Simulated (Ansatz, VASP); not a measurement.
**Al: VASP beside Ansatz**

The input INCAR:

```
ALGO     = Fast           # electronic algorithm
EDIFF    = 1E-6           # SCF threshold, eV
EDIFFG   = -0.005         # ionic threshold
ENCUT    = 600            # plane-wave cutoff, eV
GGA      = CA             # functional
IBRION   = 2              # ionic algorithm
ISIF     = 3              # what is computed and relaxed
ISMEAR   = 1              # smearing method
LASPH    = True           # aspherical terms in the spheres
LCHARG   = False          # write CHGCAR
LREAL    = False          # projectors in reciprocal space
LWAVE    = False          # write WAVECAR
NELM     = 80             # most SCF steps
NSW      = 80             # ionic steps
PREC     = Accurate       # precision mode
SIGMA    = 0.1            # smearing width, eV
```

Contents of KPOINTS:

```
k-points
0
Gamma
  24 24 24
```

POSCAR

```
Al
1.0
    0.0000000000      2.0200000000      2.0200000000
    2.0200000000      0.0000000000      2.0200000000
    2.0200000000      2.0200000000      0.0000000000
Al
1
Direct
    0.0000000000      0.0000000000      0.0000000000
```

Input for Ansatz:

```yaml
crystal:
  lattice:
    - [0.0, 2.02, 2.02]
    - [2.02, 0.0, 2.02]
    - [2.02, 2.02, 0.0]
  atoms:
    - { symbol: Al, position: [0.0, 0.0, 0.0] }
scf:
  occupations: { method: methfessel_paxton, width: 0.1 }
output:
  forces: true
  stress: true
  eigenvalues: true
hamiltonian:
  xc: lda
kpoints:
  mp_grid: { grid: [24, 24, 24] }
relax:
  f_tol: 0.005
  adjacent_minimum: "off"
  cell: { stress_tol: 0.02 }
```

Alike in both runs: task relaxation of cell and atoms; functional LDA; k mesh 24 × 24 × 24; occupations methfessel-paxton of order 1, width 0.1 eV; no spin polarisation.

```csv
,VASP,Ansatz
version,VASP 6.6.1,Ansatz 0.2.0
potentials or method,"VASP PAW LDA potentials, release 64 (Al)","scalar-relativistic, plane waves, PAW"
plane-wave cutoff (eV),600,420
valence electrons in the cell,3,3
```

```tsv
	VASP	Ansatz	Ansatz less VASP
gap on the k mesh at the Fermi level, each at its own relaxed structure (eV)	none	none	-
relaxed volume (Å³/atom)	15.80	15.78	-0.014
relaxed cell length with the largest relative difference (Å)	2.816	2.816	-0.0008
```

LDA's correlation is that of Perdew and Zunger in VASP and of Perdew and Wang (1992) in Ansatz. A gap of «none» marks a metal or a gap that the smearing closes.
